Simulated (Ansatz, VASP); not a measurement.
**In in VASP and in Ansatz**

```xyz
1
Lattice="0.0000 2.3670 2.3670 2.3670 0.0000 2.3670 2.3670 2.3670 0.0000" Properties=species:S:1:pos:R:3 pbc="T T T"
In    0.0000    0.0000    0.0000
```

Alike in both runs: task single point; functional PBE; k mesh 8 × 8 × 8; occupations gaussian, width 0.05 eV; no spin polarisation.

|  | VASP | Ansatz |
| --- | --- | --- |
| version | VASP 6.6.1 | Ansatz 0.2.0 |
| potentials or method | VASP PAW PBE potentials, release 64 (In_d), cutoff 500 eV | scalar-relativistic, plane waves, PAW |
| valence electrons in the cell | 13 | 13 |

|  | VASP | Ansatz | Ansatz less VASP |
| --- | --- | --- | --- |
| gap on the k mesh at the Fermi level (eV) | none | none | - |
| pressure (GPa) | 1.4 | 1.5 | +0.04 |

A gap of «none» marks a metal or a gap that the smearing closes.
